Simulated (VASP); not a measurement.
# As (I4_1/amd) in VASP: relaxation of cell and atoms with PBE

Aim: the relaxation of cell and atoms of As with PBE.

All numbers are computed with VASP 6.6.1; they aren't measurements. Logs are shortened: lines on timing, memory, paths and dates and some standing lists are left out, and cuts for length are marked.

### 1 The cell of the first run

It takes space group I4_1/amd (No. 141, tetragonal). Conventional cell: a = 3.483 Å, b = 3.483 Å, c = 14.119 Å, α = 90.00°, β = 90.00°, γ = 90.00°. As (site symmetry 2mm) has 10 As at 2.68 to 3.48 Å within 3.5 Å.

The cell was generated, and may not be a known phase.

### 2 Relaxation of cell and atoms, PBE

The input, INCAR:

```
SYSTEM = As
  PREC = Accurate
  ENCUT = 600
  EDIFF = 1E-6
  ISMEAR = 0
  SIGMA = 0.1
  LREAL = .False.
  LASPH = .True.
  NELM = 100
  ALGO = Normal
  ISIF = 3
  LWAVE = .False.
  LCHARG = .False.
  GGA = PE
  IBRION = 2
  NSW = 100
  EDIFFG = -0.01
```

The input, KPOINTS:

```
regular mesh
0
Gamma
  18 18 18
  0 0 0
```

The input, POSCAR:

```
As
1.0
   -1.7415516494      1.7415516494      7.0596557337
    1.7415516494     -1.7415516494      7.0596557337
    1.7415516494      1.7415516494     -7.0596557337
As
4
Direct
    0.7874305263      0.7874305263      0.0000000000
    0.5374305263      0.0374305263      0.5000000000
    0.9625694737      0.4625694737      0.5000000000
    0.2125694737      0.2125694737      0.0000000000
```

Potentials or basis: VASP PAW PBE potentials, release 64 (As).

The run is started by

```console
$ cat potpaw_PBE.64/As/POTCAR > POTCAR
$ mpirun -np 1 vasp_std > vasp.out
```

OUTCAR:

```text
SYSTEM = As
   PREC = Accurate
   ENCUT = 600
   EDIFF = 1E-6
   ISMEAR = 0
   LREAL = .False.
   LASPH = .True.
   NELM = 100
   ISIF = 3
   GGA = PE
   IBRION = 2
   NSW = 100
   EDIFFG = -0.01

 ion  position               nearest neighbor table
   1  0.787  0.787  0.000-   4 2.68   4 2.68   4 2.68   4 2.68
   2  0.537  0.037  0.500-   3 2.68   3 2.68   3 2.68   3 2.68
   3  0.963  0.463  0.500-   2 2.68   2 2.68   2 2.68   2 2.68
   4  0.213  0.213  0.000-   1 2.68   1 2.68   1 2.68   1 2.68

  LATTYP: Found a body centered tetragonal cell.
 ALAT       =     3.4831032988
 C/A-ratio  =     4.0536585499

  Lattice vectors:

 A1 = (  -1.7415516494,   1.7415516494,   7.0596557337)
 A2 = (   1.7415516494,  -1.7415516494,   7.0596557337)
 A3 = (   1.7415516494,   1.7415516494,  -7.0596557337)

Analysis of symmetry for initial positions (statically):
=====================================================================
 Subroutine PRICEL returns:
 Original cell was already a primitive cell.

 Routine SETGRP: Setting up the symmetry group for a
 body centered tetragonal supercell.

 Subroutine GETGRP returns: Found 16 space group operations
 (whereof  8 operations were pure point group operations)
 out of a pool of 16 trial point group operations.

The static configuration has the point symmetry D_2d.
 The point group associated with its full space group is D_4h.

Analysis of symmetry for dynamics (positions and initial velocities):
=====================================================================
 Subroutine PRICEL returns:
 Original cell was already a primitive cell.

 Routine SETGRP: Setting up the symmetry group for a
 body centered tetragonal supercell.

 Subroutine GETGRP returns: Found 16 space group operations
 (whereof  8 operations were pure point group operations)
 out of a pool of 16 trial point group operations.

The dynamic configuration has the point symmetry D_2d.
 The point group associated with its full space group is D_4h.

 Subroutine INISYM returns: Found 16 space group operations
 (whereof  8 operations are pure point group operations),
 and found     1 'primitive' translations

----------------------------------------------------------------------------------------

                                     Primitive cell

  volume of cell :      85.6478

  direct lattice vectors                    reciprocal lattice vectors
    -1.741551649  1.741551649  7.059655734     0.000000000  0.287100299  0.070824983
     1.741551649 -1.741551649  7.059655734     0.287100299  0.000000000  0.070824983
     1.741551649  1.741551649 -7.059655734     0.287100299  0.287100299  0.000000000

  length of vectors
     7.476947464  7.476947464  7.476947464     0.295707220  0.295707220  0.406021137

  position of ions in fractional coordinates (direct lattice)
     0.787430526  0.787430526  0.000000000
     0.537430526  0.037430526  0.500000000
     0.962569474  0.462569474  0.500000000
     0.212569474  0.212569474  0.000000000

  ion indices of the primitive-cell ions
   primitive index   ion index
                 1           1
                 2           2
                 3           3
                 4           4

----------------------------------------------------------------------------------------

 KPOINTS: regular mesh

Automatic generation of k-mesh.
 Grid dimensions read from file:
 generate k-points for:   18   18   18

 Generating k-lattice:

  Cartesian coordinates                     Fractional coordinates (reciprocal lattice)
     0.000000000  0.015950017  0.003934721     0.055555556  0.000000000 -0.000000000
     0.015950017  0.000000000  0.003934721     0.000000000  0.055555556 -0.000000000
     0.015950017  0.015950017  0.000000000     0.000000000  0.000000000  0.055555556

  Length of vectors
     0.016428179  0.016428179  0.022556730

  Shift w.r.t. Gamma in fractional coordinates (k-lattice)
     0.000000000  0.000000000  0.000000000

 Subroutine IBZKPT returns following result:
 ===========================================

 Found    480 irreducible k-points:

 Following reciprocal coordinates:
            Coordinates               Weight
  0.000000  0.000000  0.000000      1.000000
  0.055556  0.000000 -0.000000      8.000000
  0.111111  0.000000 -0.000000      8.000000
  0.166667  0.000000 -0.000000      8.000000
  0.222222  0.000000 -0.000000      8.000000
  0.277778  0.000000  0.000000      8.000000
[... 16 lines left out ...]
 -0.277778  0.055556  0.000000     16.000000
 -0.222222  0.055556 -0.000000     16.000000
 [... further k-points ...]
   k-points           NKPTS =    480   k-points in BZ     NKDIM =    480   number of bands    NBANDS=     14
   number of dos      NEDOS =    301   number of ions     NIONS =      4
   total plane-waves  NPLWV = 216000
   dimension x,y,z NGX =    60 NGY =   60 NGZ =   60
   dimension x,y,z NGXF=   120 NGYF=  120 NGZF=  120
   ions per type =               4
   NGX,Y,Z   is equivalent  to a cutoff of  13.34, 13.34, 13.34 a.u.
   NGXF,Y,Z  is equivalent  to a cutoff of  26.68, 26.68, 26.68 a.u.
 SYSTEM =  As
   PREC   = accura    normal or accurate (medium, high low for compatibility)
   ISTART =      0    job   : 0-new  1-cont  2-samecut
   ICHARG =      2    charge: 1-file 2-atom 10-const
   ISPIN  =      1    spin polarized calculation?
   LNONCOLLINEAR =      F non collinear calculations
   LSORBIT =      F    spin-orbit coupling
   LASPH  =      T    aspherical Exc in radial PAW
   ENCUT  =  600.0 eV  44.10 Ry    6.64 a.u.  14.93 14.93 14.93*2*pi/ulx,y,z
   NELM   =    100;   NELMIN=  2; NELMDL= -5     # of ELM steps
   EDIFF  = 0.1E-05   stopping-criterion for ELM
   LREAL  =      F    real-space projection
   EDIFFG = -.1E-01   stopping-criterion for IOM
   NSW    =    100    number of steps for IOM
   IBRION =      2    ionic relax: 0-MD 1-quasi-New 2-CG
   NFREE  =      1    steps in history (QN), initial steepest desc. (CG)
   ISIF   =      3    stress and relaxation
   ISYM   =      2    0-nonsym 1-usesym 2-fastsym
   POTIM  = 0.5000    time-step for ionic-motion
   TEBEG  =    0.0;   TEEND  =   0.0 temperature during run
   PSTRESS=    0.0 pullay stress
   NELECT =      20.0000    total number of electrons
   NUPDOWN=      -1.0000    fix difference up-down
   EMIN   =  10.00;   EMAX   =-10.00  energy-range for DOS
   EFERMI =   0.00;   METHOD = LEGACY
   ISMEAR =     0;   SIGMA  =   0.10  broadening in eV -4-tet -1-fermi 0-gaus
   EFERMI_NEDOS =   21; number of points for ismear=-14 and -15
   IALGO  =     38    algorithm
   IMIX   =      4    mixing-type and parameters
     AMIX     =   0.40;   BMIX     =  1.00
     AMIX_MAG =   1.60;   BMIX_MAG =  1.00
  volume/ion in A,a.u.               =      21.41       144.49
  Fermi-wavevector in a.u.,A,eV,Ry     =   1.008121  1.905073 13.827715  1.016308
  Thomas-Fermi vector in A             =   2.140968
   LORBIT       =      0    0 simple, 1 ext, 2 COOP (PROOUT), +10 PAW based schemes
   GGA     = PE    functional components
   LHFCALC =     F    Hartree Fock is set to
   AEXX    =    0.0000 exact exchange contribution
   IVDW    =     0    specifies the selected vdW correction
   LEPSILON=     F    determine dielectric tensor
   LRPA    =     F    only Hartree local field effects (RPA)
 conjugate gradient relaxation of ions
 non-spin polarized calculation
 Gauss-broadening in eV      SIGMA  =   0.10
  energy-cutoff  :      600.00
  volume of cell :       85.65
 maximum number of plane-waves:      2882
   NGX = 29   NGY = 29   NGZ = 29

--------------------------------------- Ionic step        1  -------------------------------------------

 number of electron      19.9999999 magnetization

 Free energy of the ion-electron system (eV)
  ---------------------------------------------------
  ext. energy  EPLUGINS =         0.00000000
  ---------------------------------------------------
  free energy    TOTEN  =       -17.55511800 eV

  energy without entropy =      -17.54569480  energy(sigma->0) =      -17.55040640

------------------------ aborting loop because EDIFF is reached ----------------------------------------

  FORCE on cell =-STRESS in cart. coord.  units (eV):
  Direction    XX          YY          ZZ          XY          YZ          ZX
  --------------------------------------------------------------------------------------
  -------------------------------------------------------------------------------------
  Total       -0.2106712     -0.2106712      0.3857547      0.0000000      0.0000000      0.0000000
  in kB       -3.9409379     -3.9409379      7.2161507      0.0000000      0.0000000      0.0000000
  external PRESSURE =      -0.2219084 kB  Pullay stress =       0.0000000 kB
[... 251 lines left out ...]
  energy  without entropy=      -17.5558423304  energy(sigma->0) =      -17.56022655

--------------------------------------- Ionic step        8  -------------------------------------------

 number of electron      20.0000000 magnetization

 Free energy of the ion-electron system (eV)
  ---------------------------------------------------
  ext. energy  EPLUGINS =         0.00000000
  ---------------------------------------------------
  free energy    TOTEN  =       -17.56474413 eV

  energy without entropy =      -17.55613032  energy(sigma->0) =      -17.56043722

 E-fermi :   5.0049     XC(G=0): -10.0385

 val. band max:        4.9997853170   @ k =  -0.3889   0.0556   0.0000
 cond. band min:       5.0059348541   @ k =  -0.1111  -0.3333   0.0556
 fundamental gap:      0.0061495370
 Fermi energy:         5.0049182457

 k-point     1 :       0.0000    0.0000    0.0000
  band No.  band energies     occupation
      1      -9.4908      2.00000
      2      -8.3264      2.00000
      3      -4.4846      2.00000
      4      -1.0218      2.00000
      5       3.0810      2.00000
      6       3.0902      2.00000
      7       3.0902      2.00000
      8       3.1882      2.00000
      9       3.1882      2.00000
     10       3.4836      2.00000
     11       5.9536      0.00000
     12       7.1982      0.00000
     13       9.4599      0.00000
     14       9.4599      0.00000
[... 375 lines left out ...]
 k-point    24 :      -0.2222    0.0556   -0.0000
  band No.  band energies     occupation
      1      -8.8711      2.00000
      2      -7.7543      2.00000
      3      -4.4282      2.00000
      4      -2.6226      2.00000
      5       0.1308      2.00000
      6       2.2930      2.00000
      7       3.0953      2.00000
      8       3.4249      2.00000
      9       3.9915      2.00000
     10       5.0945      0.20520
     11       6.4223      0.00000
     12       7.3873      0.00000
     13       7.7512      0.00000
     14       8.4765      0.00000

 [... further k-points ...]

------------------------ aborting loop because EDIFF is reached ----------------------------------------

  FORCE on cell =-STRESS in cart. coord.  units (eV):
  Direction    XX          YY          ZZ          XY          YZ          ZX
  --------------------------------------------------------------------------------------
  -------------------------------------------------------------------------------------
  Total        0.0104571      0.0104571      0.0046486      0.0000000      0.0000000      0.0000000
  in kB        0.1949743      0.1949743      0.0866733      0.0000000      0.0000000      0.0000000
  external PRESSURE =       0.1588740 kB  Pullay stress =       0.0000000 kB
[... 19 lines left out ...]
  FREE ENERGIE OF THE ION-ELECTRON SYSTEM (eV)
  ---------------------------------------------------
  free  energy   TOTEN  =       -17.5647441301 eV

  energy  without entropy=      -17.5561303187  energy(sigma->0) =      -17.56043722

 reached required accuracy - stopping structural energy minimisation
```

It took 1.7 h on 1 thread of Intel Xeon Platinum 8375C at 2.90GHz (Ice Lake), shared host; peak memory 0.95 GiB.

What came out:

| Property | Result |
| --- | --- |
| Free energy | -17.5647 eV |
| Relaxed volume | 21.48 Å³/atom |
| Relaxed cell | a = 7.606 Å, b = 7.606 Å, c = 7.606 Å, α = 153.75°, β = 153.75°, γ = 37.46° |
| Space group after relaxing (to 0.1 Å) | I4_1/amd (No. 141) |
| Energy gained by relaxing | 2.4 meV/atom |
| Ionic steps | 8 |
| Pressure after relaxing | 0.0 GPa |
| Band gap on the k mesh | zero (bands 10 and 11 overlap by 2.16 eV) |

Step by step:
| step | energy change (eV) | largest force (eV/Å) | pressure (GPa) | volume (Å³) |
| --- | --- | --- | --- | --- |
| 1 | 0.0000 | 0.1303 | -0.02 | 85.65 |
| 2 | -0.0052 | 0.0817 | 0.00 | 85.61 |
| 3 | -0.0091 | 0.0098 | 0.08 | 85.54 |
| 4 | -0.0091 | 0.0165 | 0.08 | 85.53 |
| 5 | -0.0093 | 0.0177 | -0.02 | 85.71 |
| 6 | -0.0094 | 0.0192 | -0.13 | 85.92 |
| 7 | -0.0095 | 0.0149 | -0.09 | 85.93 |
| 8 | -0.0096 | 0.0017 | 0.02 | 85.93 |

Final structure:
```xyz
4
Lattice="-1.7269 1.7269 7.2034 1.7269 -1.7269 7.2034 1.7269 1.7269 -7.2034" Properties=species:S:1:pos:R:3 pbc="T T T"
As    1.7269    1.7269    4.1546
As    0.0000    1.7269    0.5529
As    0.0000    1.7269    6.6505
As    0.0000    0.0000    3.0488
```
